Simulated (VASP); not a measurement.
A run of VASP 6.6.1 is set up as follows.

The input INCAR:

```
SYSTEM = LiP2
PREC = Accurate
ENCUT = 520
EDIFF = 1E-6
ISMEAR = 0
SIGMA = 0.1
LREAL = .FALSE.
LASPH = .TRUE.
NELM = 100
ALGO = Normal
ISIF = 2
LWAVE = .FALSE.
LCHARG = .FALSE.
GGA = PE
NBANDS = 22
```

The input KPOINTS:

```
regular mesh
0
G
  6 6 14
  0 0 0
```

File POSCAR:

```
LiP2
1.0
    6.4097688635      0.0000000000      0.0000000000
    0.0000000000      6.4097688635      0.0000000000
    0.0000000000      0.0000000000      2.5145172221
Li P
2 4
Direct
    0.5000000000      0.5000000000      0.0000000000
    0.0000000000      0.0000000000      0.0000000000
    0.8814299460      0.6185700540      0.0000000000
    0.1185700540      0.3814299460      0.0000000000
    0.6185700540      0.1185700540      0.0000000000
    0.3814299460      0.8814299460      0.0000000000
```

Potentials or basis: VASP PAW PBE potentials, release 64 (Li_sv, P).

Run with:

```console
$ cat potpaw_PBE.64/Li_sv/POTCAR potpaw_PBE.64/P/POTCAR > POTCAR
$ mpirun -np 1 vasp_std > vasp.out
```

Task: What does it give for the band gap on the k mesh?

Result: Zero (band 13 reaches 7.82 eV, above the bottom of band 14 at 3.56 eV).

Task: Estimate the largest force.

Result: 0.051 eV/Å.

Forces in eV/Å, atoms in the order of the input:
```
Li   0.000  0.000  0.000
Li   0.000  0.000  0.000
P    0.036 -0.036  0.000
P   -0.036  0.036  0.000
P   -0.036 -0.036  0.000
P    0.036  0.036  0.000
```
